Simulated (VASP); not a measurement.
A run of VASP 6.6.1 is set up as follows.

Contents of POSCAR:

```
AlN
1.0
    3.0494515564      0.0000000000      0.0000000000
   -1.5247257782      2.6409024352      0.0000000000
    0.0000000000      0.0000000000      4.8793184075
Al N
2 2
Direct
    0.3333333333      0.6666666667      0.0000000000
    0.6666666667      0.3333333333      0.5000000000
    0.3333333333      0.6666666667      0.3800000000
    0.6666666667      0.3333333333      0.8800000000
```

File INCAR.step1:

```
PREC = Accurate
ENCUT = 520
ISMEAR = 0
SIGMA = 0.01
LREAL = F
LASPH = T
NELM = 60
NBANDS = 16
GGA = PE
ALGO = Normal
EDIFF = 1E-4
LWAVE = T
LCHARG = F
```

Contents of INCAR.step2:

```
PREC = Accurate
ENCUT = 520
EDIFF = 1E-6
ISMEAR = 0
SIGMA = 0.01
LREAL = F
LASPH = T
NELM = 60
ALGO = Normal
ISIF = 2
LWAVE = F
LCHARG = T
METAGGA = R2SCAN
LMIXTAU = T
LELF = T
LVHAR = T
NBANDS = 16
ISTART = 1
```

KPOINTS

```
regular mesh
0
Gamma
  12 12 4
```

Potentials or basis: VASP PAW PBE potentials, release 64 (Al, N).

Run with:

```console
$ cat potpaw_PBE.64/Al/POTCAR potpaw_PBE.64/N/POTCAR > POTCAR
$ cp INCAR.step1 INCAR
$ mpirun -np 1 vasp_std > vasp.out
$ cp INCAR.step2 INCAR
$ mpirun -np 1 vasp_std > vasp.out
```

(1) Predict the band gap on the k mesh.

(2) What does it give for the pressure?

Results:

(1) 5.48 eV, direct.

(2) 13.2 GPa.

Caveat: the PAW data sets were made with another functional, which shifts forces and pressure a little.
